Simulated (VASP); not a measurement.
Input of a VASP 6.6.1 run:

INCAR

```
PREC = Accurate
ENCUT = 500
EDIFF = 1E-6
ISMEAR = -4
SIGMA = 0.1
LREAL = False
LASPH = True
NELM = 120
ALGO = Normal
ISIF = 2
LWAVE = False
LCHARG = False
GGA = RP
NBANDS = 6
GGA_COMPAT = False
```

Contents of KPOINTS:

```
regular mesh
0
Gamma
  8 8 22
```

POSCAR

```
H
1.0
    2.6496387389      0.0000000000      0.0000000000
    0.0000000000      2.6496387389      0.0000000000
    0.0000000000      0.0000000000      0.9804929200
H
1
Direct
    0.0000000000      0.0000000000      0.5000000000
```

Potentials or basis: VASP PAW PBE potentials, release 64 (H).

Launch:

```console
$ cat potpaw_PBE.64/H/POTCAR > POTCAR
$ mpirun -np 1 vasp_std > vasp.out
```

Question: Predict the pressure.

Answer: 3.0 GPa.

Stress tensor (GPa, compression positive):
```
2.70 0.00 0.00
0.00 2.70 0.00
0.00 0.00 3.48
```

Caveat: the PAW data sets were made with another functional, which shifts forces and pressure a little.
